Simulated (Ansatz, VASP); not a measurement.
## Lu2PN: VASP beside Ansatz

The input INCAR:

```
SYSTEM = Lu2PN
PREC = Accurate
ENCUT = 520
EDIFF = 1E-6
ISMEAR = -1
SIGMA = 0.02
LREAL = .FALSE.
LASPH = .TRUE.
NELM = 100
ALGO = Normal
ISIF = 2
LWAVE = .FALSE.
LCHARG = .TRUE.
GGA = PE
LELF = .TRUE.
LVHAR = .TRUE.
NBANDS = 38
```

File KPOINTS:

```
regular mesh
0
G
  6 6 4
  0 0 0
```

Contents of POSCAR:

```
Lu2PN
1.0
    3.6431189712      0.0000000000      0.0000000000
    0.0000000000      3.6431189712      0.0000000000
    0.0000000000      0.0000000000      5.1957593964
N Lu P
1 2 1
Direct
    0.0000000000      0.0000000000      0.0000000000
    0.0000000000      0.0000000000      0.5000000000
    0.5000000000      0.5000000000      0.0000000000
    0.5000000000      0.5000000000      0.5000000000
```

Input for Ansatz:

```yaml
crystal:
  lattice:
    - [3.6431189712, 0.0, 0.0]
    - [0.0, 3.6431189712, 0.0]
    - [0.0, 0.0, 5.1957593964]
  atoms:
    - { symbol: "N", position: [0.0, 0.0, 0.0] }
    - { symbol: Lu, position: [0.0, 0.0, 0.5] }
    - { symbol: P, position: [0.5, 0.5, 0.5] }
    - { symbol: Lu, position: [0.5, 0.5, 0.0] }
kpoints:
  mp_grid: { grid: [6, 6, 4] }
hamiltonian:
  xc: pbe
scf:
  occupations: { method: fermi_dirac, width: 0.02 }
  n_extra_bands: 5
output:
  forces: true
  stress: true
  eigenvalues: true
accuracy: low
```

Alike in both runs: task single point; functional PBE; k mesh 6 × 6 × 4; occupations fermi-dirac, width 0.02 eV; no spin polarisation.

|  | VASP | Ansatz |
| --- | --- | --- |
| version | VASP 6.6.1 | Ansatz 0.2.0 |
| potentials or method | VASP PAW PBE potentials, release 64 (N, Lu, P) | plane waves |
| plane-wave cutoff (eV) | 520 | 420 |
| valence electrons in the cell | 60 | 60 |

|  | VASP | Ansatz | Ansatz less VASP |
| --- | --- | --- | --- |
| pressure (GPa) | 1.7 | 1.2 | -0.50 |

The functional is the same, so the differences come from potentials, cutoffs and numerics.

Spin-orbit coupling is off throughout.
